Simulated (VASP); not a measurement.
GaP, 4 atoms in the cell. Symmetry: R-3m, No. 166, trigonal system. The conventional cell has a = 3.860 Å, b = 3.860 Å, c = 19.163 Å, α = 90.00°, β = 90.00°, γ = 120.00°. Ga (site symmetry 3m) has 3 P at 2.39 Å and 1 Ga at 2.48 Å within 3.2 Å. Within 2.9 Å of P (site symmetry 3m) lie 1 P at 2.20 Å and 3 Ga at 2.39 Å.  This cell differs from its parent crystal: volume scaled by 0.98.

```yaml
Program: VASP 6.6.1
Task: single point
Functional: LDA
Potentials_or_basis: VASP PAW LDA potentials, release 64 (Ga_d, P)
Cutoff: 520 eV
k_mesh: 8 × 8 × 8
Occupations: fermi-dirac, width 0.05 eV
Spin: no spin polarisation
Dipole_correction: no
Further_INCAR_settings: ALGO = Normal; EDIFF = 1e-07; NBANDS = 26
```

Potentials or basis: VASP PAW LDA potentials, release 64 (Ga_d, P).

Launch:

```bash
$ cat potpaw_LDA.64/Ga_d/POTCAR potpaw_LDA.64/P/POTCAR > POTCAR
$ mpirun -np 1 vasp_std > vasp.out
```

Hardware: 1 thread of Intel(R) Xeon(R) 6975P-C (Granite Rapids) (shared host).

How long does it take, and how much memory?

It took 2 min on 1 thread of Intel(R) Xeon(R) 6975P-C (Granite Rapids), with other jobs on the host, peak memory 0.33 GiB. Counts: scf iterations 13, k points 65.
